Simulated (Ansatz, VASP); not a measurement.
**Two plane-wave programs on N**

```
N
1.0
    12.00000    0.00000    0.00000
     0.00000   12.30000    0.00000
     0.00000    0.00000   12.60000
N
2
Direct
  0.50000 0.50000 0.45614
  0.50000 0.50000 0.54386
```

Alike in both runs: functional revPBE; k mesh 1 × 1 × 1; occupations fermi-dirac, width 0.01 eV; no spin polarisation.

Ansatz relaxed the structure, and its values are those at the end. VASP's run is a single point on that final structure, the one shown.

|  | VASP | Ansatz |
| --- | --- | --- |
| version | VASP 6.6.1 | Ansatz 0.2.0 |
| potentials or method | VASP PAW PBE potentials, release 64 (N), cutoff 520 eV | plane waves (420 eV) with PAW, scalar-relativistic |
| valence electrons in the cell | 10 | 10 |

Ansatz gave:

```
rms of the force components (eV/Å) : 0.002
```

**Question.** What did VASP give for the same quantities?

**Answer.** rms of the force components (eV/Å): 1.008.

VASP's potentials were made for PBE, not for revPBE. One of these differences is far larger than is usual between the two programs; its cause wasn't traced.

Noted on VASP's run: the standard files for N, O and F lose accuracy on very short bonds.
